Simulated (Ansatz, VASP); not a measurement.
# Two plane-wave programs on MgO

File INCAR:

```
SYSTEM = MgO
ALGO = Normal
EDIFF = 1E-6
ENCUT = 520
GGA = PE
ISIF = 2
ISMEAR = 0
LASPH = .True.
LCHARG = .True.
LELF = .True.
LREAL = .False.
LVHAR = .True.
LWAVE = .False.
NBANDS = 16
NELM = 100
PREC = Accurate
SIGMA = 0.05
```

KPOINTS

```
k-points
0
Gamma
  9 9 6
  0 0 0
```

Contents of POSCAR:

```
MgO
1.0
    3.4100907608      0.0000000000      0.0000000000
   -1.7050453804      2.9532252280      0.0000000000
    0.0000000000      0.0000000000      4.4481223884
Mg O
2 2
Direct
    0.6666666667      0.3333333333      0.7500000000
    0.3333333333      0.6666666667      0.2500000000
    0.6666666667      0.3333333333      0.2500000000
    0.3333333333      0.6666666667      0.7500000000
```

Input for Ansatz:

```yaml
crystal:
  lattice:
    - [3.4100907608, 0.0, 0.0]
    - [-1.7050453804, 2.953225228, 0.0]
    - [0.0, 0.0, 4.4481223884]
  atoms:
    - { symbol: Mg, position: [0.6666666667, 0.3333333333, 0.75] }
    - { symbol: Mg, position: [0.3333333333, 0.6666666667, 0.25] }
    - { symbol: O, position: [0.6666666667, 0.3333333333, 0.25] }
    - { symbol: O, position: [0.3333333333, 0.6666666667, 0.75] }
basis:
  ecutwfc: 520.0
kpoints:
  mp_grid: { grid: [9, 9, 6] }
hamiltonian:
  xc: pbe
  pseudopotentials: { kind: paw, azcp: { folder: soft_1 } }
scf:
  occupations: { method: gaussian, width: 0.05 }
output:
  forces: true
  stress: true
  eigenvalues: true
```

Alike in both runs: task single point; functional PBE; k mesh 9 × 9 × 6; occupations gaussian, width 0.05 eV; no spin polarisation.

|  | VASP | Ansatz |
| --- | --- | --- |
| version | VASP 6.6.1 | Ansatz 0.2.0 |
| potentials or method | VASP PAW PBE potentials, release 64 (Mg, O), cutoff 520 eV | scalar-relativistic, plane waves, PAW |
| valence electrons in the cell | 16 | 32 |

```csv
,VASP,Ansatz,Ansatz less VASP
gap on the k mesh at the Fermi level (eV),3.25,3.27,+0.021
least direct gap on the mesh (eV),3.25,3.27,+0.021
pressure (GPa),2.8,3.3,+0.54
"traceless stress, the component that is largest in VASP (GPa)",-8.00,-7.84,+0.161
```

The functional is the same, so the differences come from potentials, cutoffs and numerics. VASP's potentials hold 16 valence electrons a cell and Ansatz's 32, so a difference there can come from the potentials and not from the codes.
